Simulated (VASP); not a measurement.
# Bi (R-3m) in VASP: single point with LDA

Aim: the single point of Bi with LDA.

Everything below comes from runs of VASP 6.6.1. Logs are shortened: lines on timing, memory, paths and dates and some standing lists are left out, and cuts for length are marked.

**1. The cell of the first run**

The structure is trigonal, space group R-3m (No. 166). Conventional cell: a = 4.493 Å, b = 4.493 Å, c = 11.499 Å, α = 90.00°, β = 90.00°, γ = 120.00°. Within 4.0 Å of Bi (site symmetry 3m) lie 6 Bi at 3.06 to 3.41 Å.

**2. Single point, LDA**

INCAR reads:

```
  ALGO = Normal
  EDIFF = 1E-6
  ENCUT = 520
  ISIF = 2
  ISMEAR = -1
  LASPH = T
  LCHARG = F
  LREAL = F
  LWAVE = F
  NBANDS = 22
  NELM = 80
  PREC = Accurate
  SIGMA = 0.05
```

KPOINTS reads:

```
k-points
0
Gamma
  14 14 14
```

POSCAR reads:

```
Bi
1.0
    2.2464269731      1.2969752177      3.8331413297
   -2.2464269731      1.2969752177      3.8331413297
    0.0000000000     -2.5939504353      3.8331413297
Bi
2
Direct
    0.7627323305      0.7627323305      0.7627323305
    0.2372676695      0.2372676695      0.2372676695
```

Potentials or basis: VASP PAW LDA potentials, release 64 (Bi_d).

On the command line:

```sh
$ cat potpaw_LDA.64/Bi_d/POTCAR > POTCAR
$ mpirun -np 1 vasp_std > vasp.out
```

OUTCAR:

```text
EDIFF = 1E-6
   ENCUT = 520
   ISIF = 2
   ISMEAR = -1
   LASPH = T
   LREAL = F
   NELM = 80
   PREC = Accurate

 ion  position               nearest neighbor table
   1  0.763  0.763  0.763-   2 3.06   2 3.06   2 3.06   2 3.41   2 3.41   2 3.41
   2  0.237  0.237  0.237-   1 3.06   1 3.06   1 3.06   1 3.41   1 3.41   1 3.41

  LATTYP: Found a trigonal (rhomboedric) cell.
 ALAT       =     4.6283421777
 COS(alpha) =     0.5288451269

  Lattice vectors:

 A1 = (   2.2464269731,   1.2969752177,   3.8331413297)
 A2 = (  -2.2464269731,   1.2969752177,   3.8331413297)
 A3 = (   0.0000000000,  -2.5939504353,   3.8331413297)

Analysis of symmetry for initial positions (statically):
=====================================================================
 Subroutine PRICEL returns:
 Original cell was already a primitive cell.

 Routine SETGRP: Setting up the symmetry group for a
 trigonal (rhombohedral) supercell.

 Subroutine GETGRP returns: Found 12 space group operations
 (whereof 12 operations were pure point group operations)
 out of a pool of 12 trial point group operations.

The static configuration has the point symmetry D_3d.

Analysis of symmetry for dynamics (positions and initial velocities):
=====================================================================
 Subroutine PRICEL returns:
 Original cell was already a primitive cell.

 Routine SETGRP: Setting up the symmetry group for a
 trigonal (rhombohedral) supercell.

 Subroutine GETGRP returns: Found 12 space group operations
 (whereof 12 operations were pure point group operations)
 out of a pool of 12 trial point group operations.

The dynamic configuration has the point symmetry D_3d.

 Subroutine INISYM returns: Found 12 space group operations
 (whereof 12 operations are pure point group operations),
 and found     1 'primitive' translations

----------------------------------------------------------------------------------------

                                     Primitive cell

  volume of cell :      67.0085

  direct lattice vectors                    reciprocal lattice vectors
     2.246426973  1.296975218  3.833141330     0.222575675  0.128504126  0.086960877
    -2.246426973  1.296975218  3.833141330    -0.222575675  0.128504126  0.086960877
[... 72 lines left out ...]
   ions per type =               2
   NGX,Y,Z   is equivalent  to a cutoff of  12.93, 12.93, 12.93 a.u.
   NGXF,Y,Z  is equivalent  to a cutoff of  25.86, 25.86, 25.86 a.u.
 SYSTEM =  unknown system
   PREC   = accura    normal or accurate (medium, high low for compatibility)
   ISTART =      0    job   : 0-new  1-cont  2-samecut
   ICHARG =      2    charge: 1-file 2-atom 10-const
   ISPIN  =      1    spin polarized calculation?
   LNONCOLLINEAR =      F non collinear calculations
   LSORBIT =      F    spin-orbit coupling
   LASPH  =      T    aspherical Exc in radial PAW
   ENCUT  =  520.0 eV  38.22 Ry    6.18 a.u.   8.61  8.61  8.61*2*pi/ulx,y,z
   NELM   =     80;   NELMIN=  2; NELMDL= -5     # of ELM steps
   EDIFF  = 0.1E-05   stopping-criterion for ELM
   LREAL  =      F    real-space projection
[... 7 lines left out ...]
   TEBEG  =    0.0;   TEEND  =   0.0 temperature during run
   PSTRESS=    0.0 pullay stress
   NELECT =      30.0000    total number of electrons
   NUPDOWN=      -1.0000    fix difference up-down
   EMIN   =  10.00;   EMAX   =-10.00  energy-range for DOS
   EFERMI =   0.00;   METHOD = LEGACY
   ISMEAR =    -1;   SIGMA  =   0.05  broadening in eV -4-tet -1-fermi 0-gaus
   EFERMI_NEDOS =   21; number of points for ismear=-14 and -15
   IALGO  =     38    algorithm
   IMIX   =      4    mixing-type and parameters
     AMIX     =   0.40;   BMIX     =  1.00
     AMIX_MAG =   1.60;   BMIX_MAG =  1.00
  volume/ion in A,a.u.               =      33.50       226.10
  Fermi-wavevector in a.u.,A,eV,Ry     =   1.252387  2.366668 21.340374  1.568473
  Thomas-Fermi vector in A             =   2.386290
   LORBIT       =      0    0 simple, 1 ext, 2 COOP (PROOUT), +10 PAW based schemes
   GGA     = CA    functional components
   LHFCALC =     F    Hartree Fock is set to
   AEXX    =    0.0000 exact exchange contribution
   IVDW    =     0    specifies the selected vdW correction
   LEPSILON=     F    determine dielectric tensor
   LRPA    =     F    only Hartree local field effects (RPA)
 non-spin polarized calculation
  energy-cutoff  :      520.00
  volume of cell :       67.01
 maximum number of plane-waves:      1829
   NGX = 17   NGY = 17   NGZ = 17

 number of electron      30.0000007 magnetization

 Free energy of the ion-electron system (eV)
  ---------------------------------------------------
  ext. energy  EPLUGINS =         0.00000000
  ---------------------------------------------------
  free energy    TOTEN  =        -9.12410728 eV

  energy without entropy =       -9.12221563  energy(sigma->0) =       -9.12316146

 E-fermi :   6.6728     XC(G=0): -10.0339

 val. band max:        6.6428323477   @ k =   0.2857   0.2143   0.1429
 cond. band min:       6.6908496756   @ k =   0.4286  -0.0000   0.0000
 fundamental gap:      0.0480173279
 Fermi energy:         6.6728295388

 k-point     1 :       0.0000    0.0000    0.0000
  band No.  band energies     occupation
      1     -16.2968      2.00000
      2     -16.2968      2.00000
      3     -16.1249      2.00000
      4     -16.1249      2.00000
      5     -16.1135      2.00000
      6     -15.9148      2.00000
[... 589 lines left out ...]
     21      14.1318      0.00000
     22      15.3155      0.00000

 [... further k-points ...]

------------------------ aborting loop because EDIFF is reached ----------------------------------------

  FORCE on cell =-STRESS in cart. coord.  units (eV):
  Direction    XX          YY          ZZ          XY          YZ          ZX
  --------------------------------------------------------------------------------------
  -------------------------------------------------------------------------------------
  Total        0.0436804      0.0436804      0.0331796      0.0000000      0.0000000      0.0000000
  in kB        1.0444013      1.0444013      0.7933252      0.0000000      0.0000000      0.0000000
  external PRESSURE =       0.9607093 kB  Pullay stress =       0.0000000 kB

 VOLUME and BASIS-vectors are now :
 -----------------------------------------------------------------------------
  energy-cutoff  :      520.00
  volume of cell :       67.01
      direct lattice vectors                 reciprocal lattice vectors
     2.246426973  1.296975218  3.833141330     0.222575675  0.128504126  0.086960877
    -2.246426973  1.296975218  3.833141330    -0.222575675  0.128504126  0.086960877
     0.000000000 -2.593950435  3.833141330     0.000000000 -0.257008252  0.086960877

 POSITION                                       TOTAL-FORCE (eV/Angst)
 -----------------------------------------------------------------------------------
      0.00000      0.00000      8.77098         0.000000     -0.000000     -0.020202
      0.00000      0.00000      2.72844         0.000000      0.000000      0.020202
 -----------------------------------------------------------------------------------
    total drift:                                0.000000     -0.000000      0.000000

  FREE ENERGIE OF THE ION-ELECTRON SYSTEM (eV)
  ---------------------------------------------------
  free  energy   TOTEN  =        -9.1241072824 eV

  energy  without entropy=       -9.1222156311  energy(sigma->0) =       -9.12316146
```

It took 3.8 min on 1 thread of Intel Xeon Platinum 8375C at 2.90GHz (Ice Lake), shared host; peak memory 0.42 GiB.

Results:

- Free energy: -9.1241 eV
- Pressure: 0.1 GPa
- Largest force: 0.020 eV/Å
- Band gap on the k mesh: zero (band 15 reaches 6.64 eV, above the bottom of band 16 at 6.42 eV)

Forces on the atoms (eV/Å):
```
Bi   0.000  0.000 -0.020
Bi   0.000  0.000  0.020
```

Caveat: spin-orbit coupling is left out, which moves the levels of the heavy elements.
